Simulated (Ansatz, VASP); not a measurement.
## Sc: VASP beside Ansatz

```
Sc
1.0
     3.18556    0.00000    0.00000
    -1.59278    2.75878    0.00000
     0.00000    0.00000    4.96541
Sc
2
Direct
  0.33333 0.66667 0.25000
  0.66667 0.33333 0.75000
```

Alike in both runs: task single point; functional PBEsol; k mesh 18 × 18 × 10; occupations fermi-dirac, width 0.1 eV; no spin polarisation.

|  | VASP | Ansatz |
| --- | --- | --- |
| version | VASP 6.6.1 | Ansatz 0.2.0 |
| potentials or method | VASP PAW PBE potentials, release 64 (Sc_sv), cutoff 520 eV | plane waves (420 eV) with PAW, scalar-relativistic |
| valence electrons in the cell | 22 | 22 |

```csv
,VASP,Ansatz,Ansatz less VASP
pressure (GPa),5.4,5.4,-0.03
"traceless stress, the component that is largest in VASP (GPa)",-0.20,-0.21,-0.009
```

VASP's potentials were made for PBE, not for PBEsol, and Ansatz warns of the same on its side.
